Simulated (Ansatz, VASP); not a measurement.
## One calculation of Mo, two programs

The input INCAR:

```
SYSTEM = Mo
ALGO = Fast ; EDIFF = 1E-7
ENCUT = 520 ; GGA = PS
ISIF = 2 ; ISMEAR = 0
LASPH = .TRUE. ; LCHARG = .FALSE.
LREAL = .FALSE. ; LWAVE = .FALSE.
NBANDS = 36 ; NELM = 60
PREC = Accurate ; SIGMA = 0.15
```

Contents of KPOINTS:

```
k-points
0
G
  18 18 6
  0 0 0
```

File POSCAR:

```
Mo
1.0
   -1.5710000000      1.5710000000     -1.5710000000
   -1.5710000000     -1.5710000000      1.5710000000
    0.0000000000      6.0718679656      6.0718679656
Mo
4
Direct
    0.0000000000      0.0000000000      0.9055697573
    0.5000000000      0.5000000000      0.1293671082
    0.0000000000      0.0000000000      0.3881013246
    0.5000000000      0.5000000000      0.6468355409
```

Input for Ansatz:

```yaml
crystal:
  lattice:
    - [-1.571, 1.571, -1.571]
    - [-1.571, -1.571, 1.571]
    - [0.0, 6.0718679656, 6.0718679656]
  atoms:
    - { symbol: Mo, position: [0.0, 0.0, 0.9055697573] }
    - { symbol: Mo, position: [0.5, 0.5, 0.1293671082] }
    - { symbol: Mo, position: [0.0, 0.0, 0.3881013246] }
    - { symbol: Mo, position: [0.5, 0.5, 0.6468355409] }
basis:
  ecutwfc: 420
kpoints:
  mp_grid: { grid: [18, 18, 6] }
hamiltonian:
  xc: pbesol
scf:
  occupations: { method: gaussian, width: 0.15 }
output:
  forces: true
  stress: true
  eigenvalues: true
```

Alike in both runs: task single point; functional PBEsol; k mesh 18 × 18 × 6; occupations gaussian, width 0.15 eV; no spin polarisation.

|  | VASP | Ansatz |
| --- | --- | --- |
| version | VASP 6.6.1 | Ansatz 0.2.0 |
| potentials or method | VASP PAW PBE potentials, release 64 (Mo_sv), cutoff 520 eV | scalar-relativistic, plane waves, PAW |
| valence electrons in the cell | 56 | 56 |

VASP gave:

```
gap on the k mesh at the Fermi level (eV)                     : none
pressure (GPa)                                                : 9.9
traceless stress, the component that is largest in VASP (GPa) : 4.35
rms of the force components (eV/Å)                            : 1.205
```

Problem. Estimate Ansatz's values.

Solution. gap on the k mesh at the Fermi level (eV): none; pressure (GPa): 9.2; traceless stress, the component that is largest in VASP (GPa): 4.28; rms of the force components (eV/Å): 1.185.

VASP's potentials were made for PBE, not for PBEsol. Atom by atom the forces differ by 0.020 eV/Å (rms over components). A gap of «none» marks a metal or a gap that the smearing closes. With one functional, cell and mesh, what is left measures potentials, basis and numerics.
